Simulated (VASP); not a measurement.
A run of VASP 6.6.1 is set up as follows.

The input INCAR:

```
SYSTEM = Zr5N
  PREC = Accurate
  ENCUT = 600
  EDIFF = 1E-6
  ISMEAR = 0
  SIGMA = 0.1
  LREAL = .FALSE.
  LASPH = .TRUE.
  NELM = 100
  ALGO = Normal
  ISIF = 3
  LWAVE = .FALSE.
  LCHARG = .FALSE.
  GGA = PE
  IBRION = 2
  NSW = 100
  EDIFFG = -0.01
```

KPOINTS

```
Automatic mesh
0
G
  12 12 4
  0 0 0
```

File POSCAR:

```
Zr5N
1.0
    3.1655278322      0.0000000000      0.0000000000
   -1.5827639161      2.7414275191      0.0000000000
    0.0000000000      0.0000000000     13.6661918974
Zr N
5 1
Direct
    0.6666666667      0.3333333333      0.8928994370
    0.3333333333      0.6666666667      0.6938317296
    0.6666666667      0.3333333333      0.5000000000
    0.3333333333      0.6666666667      0.3061682704
    0.6666666667      0.3333333333      0.1071005630
    0.3333333333      0.6666666667      0.0000000000
```

Potentials or basis: VASP PAW PBE potentials, release 64 (Zr_sv, N).

The run is started by

```console
$ cat potpaw_PBE.64/Zr_sv/POTCAR potpaw_PBE.64/N/POTCAR > POTCAR
$ mpirun -np 1 vasp_std > vasp.out
```

**Question.** Predict the band gap on the k mesh.

**Answer.** Zero (an odd number of electrons rules out a gap without spin polarisation).

**Question.** What does it give for the relaxed volume?

**Answer.** 19.84 Å³/atom.

**Question.** Predict the relaxed cell.

**Answer.** a = 3.184 Å, b = 3.184 Å, c = 13.552 Å, α = 90.00°, β = 90.00°, γ = 120.00°.

The path:
```csv
step,energy change (eV),largest force (eV/Å),pressure (GPa),volume (Å³)
1,0.0000,0.1056,0.28,118.60
2,-0.0067,0.0934,-0.14,119.19
3,-0.0068,0.0922,-0.17,119.25
4,-0.0080,0.0696,0.09,118.94
5,-0.0083,0.0474,0.35,118.65
6,-0.0088,0.0283,0.17,118.78
7,-0.0089,0.0470,0.01,118.90
8,-0.0089,0.0332,0.06,118.86
9,-0.0090,0.0226,0.03,118.91
10,-0.0091,0.0073,-0.05,119.01
```
